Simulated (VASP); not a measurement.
Input of a VASP 6.6.1 run:

INCAR

```
SYSTEM = Mo2Ir
PREC = Accurate
ENCUT = 500
EDIFF = 1E-7
ISMEAR = 0
SIGMA = 0.1
LREAL = .False.
LASPH = .True.
NELM = 120
ALGO = Normal
ISIF = 3
LWAVE = .False.
LCHARG = .False.
GGA = PE
IBRION = 2
NSW = 90
EDIFFG = -0.04
GGA_COMPAT = .False.
NELMIN = 4
```

KPOINTS

```
regular mesh
0
Gamma
  6 6 6
  0 0 0
```

The input POSCAR:

```
Mo2Ir
1.0
    4.4101918224      0.0000000000      0.0000000000
   -2.2050959112      3.8193381538      0.0000000000
    0.0000000000      0.0000000000      2.7399984647
Mo Ir
2 1
Direct
    0.3333333333      0.6666666667      0.5000000000
    0.6666666667      0.3333333333      0.5000000000
    0.0000000000      0.0000000000      0.0000000000
```

Potentials or basis: VASP PAW PBE potentials, release 64 (Mo_sv, Ir).

Launch:

```console
$ cat potpaw_PBE.64/Mo_sv/POTCAR potpaw_PBE.64/Ir/POTCAR > POTCAR
$ mpirun -np 1 vasp_std > vasp.out
```

(1) Predict the relaxed volume.

(2) Estimate the band gap on the k mesh.

Results:

(1) 15.41 Å³/atom.

(2) zero (an odd number of electrons rules out a gap without spin polarisation).

Caveat: the k points lie up to 0.38 Å⁻¹ apart in the final cell, too coarse for converged energies and pressures of a metal; spin-orbit coupling is left out, which moves the levels of the heavy elements.
